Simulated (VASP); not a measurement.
# PbF2 (I4/mmm) in VASP: notebook

PbF2 is run at these levels: r2SCAN; tasks: single point.

Everything below comes from runs of VASP 6.6.1. Logs are shortened: lines on timing, memory, paths and dates and some standing lists are left out, and cuts for length are marked.

### 1 The cell of the first run

The structure is tetragonal, space group I4/mmm (No. 139). Conventional cell: a = 4.069 Å, b = 4.069 Å, c = 6.329 Å, α = 90.00°, β = 90.00°, γ = 90.00°. Pb (site symmetry 4/mmm) has 8 F at 2.58 Å within 3.4 Å. F (site symmetry -4m2) has 4 Pb at 2.58 Å and 6 F at 2.88 to 3.16 Å within 3.4 Å.

### 2 Single point, r2SCAN

Input file POSCAR:

```
PbF2
1.0
    0.0000000000      2.8769807299      3.1646788029
    2.8769807299      0.0000000000      3.1646788029
    2.8769807299      2.8769807299      0.0000000000
Pb F
1 2
Direct
    0.0000000000      0.0000000000      0.0000000000
    0.2500000000      0.2500000000      0.2500000000
    0.7500000000      0.7500000000      0.7500000000
```

Input file INCAR.step1:

```
SYSTEM = PbF2
PREC = Accurate
ENCUT = 520
ISMEAR = 0
SIGMA = 0.05
LREAL = .FALSE.
LASPH = .TRUE.
NELM = 80
NBANDS = 21
GGA = PE
ALGO = Normal
EDIFF = 1E-4
LWAVE = .TRUE.
LCHARG = .FALSE.
```

Input file INCAR.step2:

```
SYSTEM = PbF2
PREC = Accurate
ENCUT = 520
EDIFF = 1E-7
ISMEAR = 0
SIGMA = 0.05
LREAL = .FALSE.
LASPH = .TRUE.
NELM = 80
ALGO = Normal
ISIF = 2
LWAVE = .FALSE.
LCHARG = .FALSE.
METAGGA = R2SCAN
LMIXTAU = .TRUE.
NBANDS = 21
ISTART = 1
```

Input file KPOINTS:

```
Automatic mesh
0
G
  8 8 8
  0 0 0
```

Potentials or basis: VASP PAW PBE potentials, release 64 (Pb_d, F).

On the command line:

```
$ cat potpaw_PBE.64/Pb_d/POTCAR potpaw_PBE.64/F/POTCAR > POTCAR
$ cp INCAR.step1 INCAR
$ mpirun -np 1 vasp_std > vasp.out
$ cp INCAR.step2 INCAR
$ mpirun -np 1 vasp_std > vasp.out
```

OUTCAR:

```text
SYSTEM = PbF2
   PREC = Accurate
   ENCUT = 520
   EDIFF = 1E-7
   ISMEAR = 0
   LREAL = .FALSE.
   LASPH = .TRUE.
   NELM = 80
   ISIF = 2
   METAGGA = R2SCAN
   ISTART = 1

 ion  position               nearest neighbor table
   1  0.000  0.000  0.000-   2 2.58   3 2.58   3 2.58   3 2.58   3 2.58   2 2.58   2 2.58   2 2.58

   2  0.250  0.250  0.250-   1 2.58   1 2.58   1 2.58   1 2.58
   3  0.750  0.750  0.750-   1 2.58   1 2.58   1 2.58   1 2.58

  LATTYP: Found a body centered tetragonal cell.
 ALAT       =     4.0686651669
 C/A-ratio  =     1.5556349186

  Lattice vectors:

 A1 = (  -2.8769807299,   0.0000000000,   3.1646788029)
 A2 = (   2.8769807299,   0.0000000000,   3.1646788029)
 A3 = (   0.0000000000,   2.8769807299,  -3.1646788029)

Analysis of symmetry for initial positions (statically):
=====================================================================
 Subroutine PRICEL returns:
 Original cell was already a primitive cell.

 Routine SETGRP: Setting up the symmetry group for a
 body centered tetragonal supercell.

 Subroutine GETGRP returns: Found 16 space group operations
 (whereof 16 operations were pure point group operations)
 out of a pool of 16 trial point group operations.

The static configuration has the point symmetry D_4h.

Analysis of symmetry for dynamics (positions and initial velocities):
=====================================================================
 Subroutine PRICEL returns:
 Original cell was already a primitive cell.

 Routine SETGRP: Setting up the symmetry group for a
 body centered tetragonal supercell.

 Subroutine GETGRP returns: Found 16 space group operations
 (whereof 16 operations were pure point group operations)
 out of a pool of 16 trial point group operations.

The dynamic configuration has the point symmetry D_4h.

 Subroutine INISYM returns: Found 16 space group operations
 (whereof 16 operations are pure point group operations),
 and found     1 'primitive' translations

----------------------------------------------------------------------------------------

                                     Primitive cell

  volume of cell :      52.3882

  direct lattice vectors                    reciprocal lattice vectors
     0.000000000  2.876980730  3.164678803    -0.173793309  0.173793309  0.157993917
     2.876980730  0.000000000  3.164678803     0.173793309 -0.173793309  0.157993917
     2.876980730  2.876980730  0.000000000     0.173793309  0.173793309 -0.157993917

  length of vectors
     4.276939332  4.276939332  4.068665167     0.292181974  0.292181974  0.292181974

  position of ions in fractional coordinates (direct lattice)
     0.000000000  0.000000000  0.000000000
     0.250000000  0.250000000  0.250000000
     0.750000000  0.750000000  0.750000000

  ion indices of the primitive-cell ions
   primitive index   ion index
                 1           1
                 2           2
                 3           3

----------------------------------------------------------------------------------------

 KPOINTS: Automatic mesh

Automatic generation of k-mesh.
 Grid dimensions read from file:
 generate k-points for:    8    8    8

 Generating k-lattice:

  Cartesian coordinates                     Fractional coordinates (reciprocal lattice)
    -0.021724164  0.021724164  0.019749240     0.125000000  0.000000000  0.000000000
     0.021724164 -0.021724164  0.019749240     0.000000000  0.125000000  0.000000000
     0.021724164  0.021724164 -0.019749240     0.000000000  0.000000000  0.125000000

  Length of vectors
     0.036522747  0.036522747  0.036522747

  Shift w.r.t. Gamma in fractional coordinates (k-lattice)
     0.000000000  0.000000000  0.000000000

 Subroutine IBZKPT returns following result:
 ===========================================

 Found     59 irreducible k-points:

 Following reciprocal coordinates:
            Coordinates               Weight
  0.000000  0.000000  0.000000      1.000000
  0.125000  0.000000  0.000000      8.000000
  0.250000  0.000000  0.000000      8.000000
  0.375000  0.000000  0.000000      8.000000
  0.500000  0.000000  0.000000      4.000000
  0.125000  0.125000  0.000000      2.000000
[... 16 lines left out ...]
  0.250000  0.000000  0.125000     16.000000
  0.375000  0.000000  0.125000     16.000000
 [... further k-points ...]
   k-points           NKPTS =     59   k-points in BZ     NKDIM =     59   number of bands    NBANDS=     21
   number of dos      NEDOS =    301   number of ions     NIONS =      3
   total plane-waves  NPLWV =  30720
   dimension x,y,z NGX =    32 NGY =   32 NGZ =   30
   dimension x,y,z NGXF=    64 NGYF=   64 NGZF=   60
   ions per type =               1   2
   NGX,Y,Z   is equivalent  to a cutoff of  12.44, 12.44, 12.26 a.u.
   NGXF,Y,Z  is equivalent  to a cutoff of  24.88, 24.88, 24.52 a.u.
 SYSTEM =  PbF2
   PREC   = accura    normal or accurate (medium, high low for compatibility)
   ISTART =      1    job   : 0-new  1-cont  2-samecut
   ICHARG =      0    charge: 1-file 2-atom 10-const
   ISPIN  =      1    spin polarized calculation?
   LNONCOLLINEAR =      F non collinear calculations
   LSORBIT =      F    spin-orbit coupling
   LASPH  =      T    aspherical Exc in radial PAW
   ENCUT  =  520.0 eV  38.22 Ry    6.18 a.u.   7.95  7.95  7.57*2*pi/ulx,y,z
   NELM   =     80;   NELMIN=  2; NELMDL=  0     # of ELM steps
   EDIFF  = 0.1E-06   stopping-criterion for ELM
   LREAL  =      F    real-space projection
   EDIFFG = 0.1E-05   stopping-criterion for IOM
   NSW    =      0    number of steps for IOM
   IBRION =     -1    ionic relax: 0-MD 1-quasi-New 2-CG
   NFREE  =      0    steps in history (QN), initial steepest desc. (CG)
   ISIF   =      2    stress and relaxation
   ISYM   =      2    0-nonsym 1-usesym 2-fastsym
   POTIM  = 0.5000    time-step for ionic-motion
   TEBEG  =    0.0;   TEEND  =   0.0 temperature during run
   PSTRESS=    0.0 pullay stress
   NELECT =      28.0000    total number of electrons
   NUPDOWN=      -1.0000    fix difference up-down
   EMIN   =  10.00;   EMAX   =-10.00  energy-range for DOS
   EFERMI =   0.00;   METHOD = LEGACY
   ISMEAR =     0;   SIGMA  =   0.05  broadening in eV -4-tet -1-fermi 0-gaus
   EFERMI_NEDOS =   21; number of points for ismear=-14 and -15
   IALGO  =     38    algorithm
   IMIX   =      4    mixing-type and parameters
     AMIX     =   0.40;   BMIX     =  1.00
     AMIX_MAG =   1.60;   BMIX_MAG =  1.00
  volume/ion in A,a.u.               =      17.46       117.84
  Fermi-wavevector in a.u.,A,eV,Ry     =   1.328566  2.510625 24.015460  1.765086
  Thomas-Fermi vector in A             =   2.457794
   LORBIT       =      0    0 simple, 1 ext, 2 COOP (PROOUT), +10 PAW based schemes
   METAGGA = R2SCAN    functional components
   LHFCALC =     F    Hartree Fock is set to
   AEXX    =    0.0000 exact exchange contribution
   IVDW    =     0    specifies the selected vdW correction
   LEPSILON=     F    determine dielectric tensor
   LRPA    =     F    only Hartree local field effects (RPA)
 non-spin polarized calculation
 Gauss-broadening in eV      SIGMA  =   0.05
  energy-cutoff  :      520.00
  volume of cell :       52.39
 maximum number of plane-waves:      1429
   NGX = 15   NGY = 15   NGZ = 15

 number of electron      28.0000007 magnetization

 Free energy of the ion-electron system (eV)
  ---------------------------------------------------
  ext. energy  EPLUGINS =         0.00000000
  ---------------------------------------------------
  free energy    TOTEN  =       -70.10629280 eV

  energy without entropy =      -70.10629280  energy(sigma->0) =      -70.10629280

 E-fermi :   1.9212     XC(G=0):  -9.9831

 val. band max:        1.5893837069   @ k =  -0.3750   0.5000   0.1250
 cond. band min:       6.1670174856   @ k =   0.5000   0.0000   0.5000
 fundamental gap:      4.5776337787
 Fermi energy:         1.9211818954

 k-point     1 :       0.0000    0.0000    0.0000
  band No.  band energies     occupation
      1     -20.8634      2.00000
      2     -20.2633      2.00000
      3     -13.5067      2.00000
      4     -13.4339      2.00000
      5     -13.4338      2.00000
      6     -13.4302      2.00000
[... 13 lines left out ...]
     20      18.2972      0.00000
     21      18.3732      0.00000

 k-point     2 :       0.1250    0.0000    0.0000
  band No.  band energies     occupation
      1     -20.8351      2.00000
      2     -20.2892      2.00000
      3     -13.4929      2.00000
      4     -13.4341      2.00000
      5     -13.4259      2.00000
      6     -13.4125      2.00000
[... 13 lines left out ...]
     20      17.7136      0.00000
     21      18.4894      0.00000

 k-point     3 :       0.2500    0.0000    0.0000
  band No.  band energies     occupation
      1     -20.7600      2.00000
      2     -20.3567      2.00000
      3     -13.4719      2.00000
      4     -13.4415      2.00000
      5     -13.4084      2.00000
      6     -13.3892      2.00000
[... 13 lines left out ...]
     20      16.8691      0.00000
     21      17.6335      0.00000

 k-point     4 :       0.3750    0.0000    0.0000
  band No.  band energies     occupation
      1     -20.6610      2.00000
      2     -20.4459      2.00000
      3     -13.4626      2.00000
      4     -13.4491      2.00000
      5     -13.3906      2.00000
      6     -13.3757      2.00000
[... 13 lines left out ...]
     20      16.3222      0.00000
     21      16.6571      0.00000

 k-point     5 :       0.5000    0.0000    0.0000
  band No.  band energies     occupation
      1     -20.5818      2.00000
      2     -20.5207      2.00000
      3     -13.4610      2.00000
      4     -13.4522      2.00000
      5     -13.3833      2.00000
      6     -13.3686      2.00000
[... 13 lines left out ...]
     20      16.1343      0.00000
     21      16.2710      0.00000
[... 382 lines left out ...]
     20      19.6992      0.00000
     21      19.8116      0.00000

 k-point    22 :       0.1250    0.0000    0.1250
  band No.  band energies     occupation
      1     -20.8212      2.00000
      2     -20.3024      2.00000
      3     -13.4901      2.00000
      4     -13.4348      2.00000
      5     -13.4258      2.00000
      6     -13.4008      2.00000
[... 13 lines left out ...]
     20      17.4093      0.00000
     21      18.3256      0.00000

 k-point    23 :       0.2500    0.0000    0.1250
  band No.  band energies     occupation
      1     -20.7588      2.00000
      2     -20.3584      2.00000
      3     -13.4688      2.00000
      4     -13.4415      2.00000
      5     -13.4123      2.00000
      6     -13.3877      2.00000
[... 13 lines left out ...]
     20      16.9049      0.00000
     21      18.4531      0.00000

 k-point    24 :       0.3750    0.0000    0.1250
  band No.  band energies     occupation
      1     -20.6684      2.00000
      2     -20.4385      2.00000
      3     -13.4537      2.00000
      4     -13.4482      2.00000
      5     -13.3913      2.00000
      6     -13.3761      2.00000
[... 13 lines left out ...]
     20      16.9884      0.00000
     21      17.8191      0.00000

 [... further k-points ...]

------------------------ aborting loop because EDIFF is reached ----------------------------------------

  FORCE on cell =-STRESS in cart. coord.  units (eV):
  Direction    XX          YY          ZZ          XY          YZ          ZX
  --------------------------------------------------------------------------------------
  -------------------------------------------------------------------------------------
  Total        0.2285277      0.2285277     -1.5457045      0.0000000     -0.0000000      0.0000000
  in kB        6.9890124      6.9890124    -47.2719486      0.0000000     -0.0000000      0.0000000
  external PRESSURE =     -11.0979746 kB  Pullay stress =       0.0000000 kB

 VOLUME and BASIS-vectors are now :
 -----------------------------------------------------------------------------
  energy-cutoff  :      520.00
  volume of cell :       52.39
      direct lattice vectors                 reciprocal lattice vectors
     0.000000000  2.876980730  3.164678803    -0.173793309  0.173793309  0.157993917
     2.876980730  0.000000000  3.164678803     0.173793309 -0.173793309  0.157993917
     2.876980730  2.876980730  0.000000000     0.173793309  0.173793309 -0.157993917

 POSITION                                       TOTAL-FORCE (eV/Angst)
 -----------------------------------------------------------------------------------
      0.00000      0.00000      0.00000        -0.000000      0.000000     -0.000000
      1.43849      1.43849      1.58234         0.000000      0.000000     -0.000000
      4.31547      4.31547      4.74702        -0.000000     -0.000000      0.000000
 -----------------------------------------------------------------------------------
    total drift:                                0.000000     -0.000000      0.000000

  FREE ENERGIE OF THE ION-ELECTRON SYSTEM (eV)
  ---------------------------------------------------
  free  energy   TOTEN  =       -70.1062927972 eV

  energy  without entropy=      -70.1062927972  energy(sigma->0) =      -70.10629280
```

Run time: 8.9 min. Hardware: 1 thread of AMD EPYC 7R43 (Zen 3), shared host; peak memory 0.19 GiB.

Results:

- Free energy: -70.1063 eV
- Pressure: -1.1 GPa
- Band gap on the k mesh: 4.58 eV (least direct gap 5.00 eV)

Caveat: the PAW data sets were made with another functional, which shifts forces and pressure a little; spin-orbit coupling is left out, which moves the levels of the heavy elements. A k mesh can miss the band edges.

(Continued in part 2 of 2.)
